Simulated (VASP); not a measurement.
**TiO2: single point with PBE+D3(BJ)**

Crystal: TiO2.

```
CELL_PARAMETERS angstrom
-1.90156 1.90156 4.75730
1.90156 -1.90156 4.75730
1.88264 1.88264 -4.75730
ATOMIC_POSITIONS crystal
Ti 0.00000 0.00000 0.00000
Ti 0.75000 0.25000 0.50000
O 0.20810 0.20810 0.00000
O 0.95810 0.45810 0.50000
O 0.54190 0.04190 0.50000
O 0.79190 0.79190 0.00000
```

| Property | Result |
| --- | --- |
| Program | VASP 6.6.1 |
| Task | single point |
| Functional | PBE |
| Dispersion | D3(BJ) |
| Potentials or basis | VASP PAW PBE potentials, release 64 (Ti_sv, O) |
| Cutoff | 520 eV |
| k mesh | 8 × 8 × 8 |
| Occupations | gaussian, width 0.05 eV |
| Spin | no spin polarisation |
| Dipole correction | no |
| Further INCAR settings | ALGO = Normal; EDIFF = 1e-07; NBANDS = 33 |

| Quantity | Value |
| --- | --- |
| Pressure | 2.4 GPa |
| Largest force | 0.131 eV/Å |
| Band gap on the k mesh | 2.13 eV (least direct gap 2.43 eV) |
| Dispersion energy per atom | -0.226 eV |

Forces in eV/Å, atoms in the order of the input:
```
Ti   0.000  0.000  0.000
Ti   0.000  0.000  0.000
O    0.000  0.000  0.131
O    0.000  0.000  0.131
O    0.000  0.000 -0.131
O    0.000  0.000 -0.131
```

Stress tensor (GPa, compression positive):
```
1.93 0.59 0.00
0.59 1.93 0.00
0.00 0.00 3.37
```

Levels at points of the mesh, in eV from the valence-band top:
```tsv
k point	band 21	band 22	band 23	band 24	band 25	band 26	band 27	band 28
(0.00, 0.00, 0.00)	-0.74	-0.72	-0.48	-0.41	2.13	2.87	4.00	4.02
(0.50, 0.00, 0.00)	-1.94	-0.93	-0.81	-0.61	3.26	3.57	3.58	3.68
(0.50, 0.50, 0.00)	-2.03	-2.03	-0.01	-0.01	3.35	3.35	3.84	3.84
(0.00, 0.00, 0.50)	-2.04	-2.04	-0.01	-0.01	3.37	3.37	3.84	3.84
(0.50, 0.50, 0.50)	-1.23	-1.23	-0.10	-0.10	2.49	2.49	3.79	3.79
```

Run time: 5.8 min on 1 thread of Intel(R) Xeon(R) Platinum 8375C CPU @ 2.90GHz (Ice Lake) (shared host), peak memory 0.36 GiB.

Caveat: three body term missing. As with any semilocal functional, this PBE gap is likely too small.
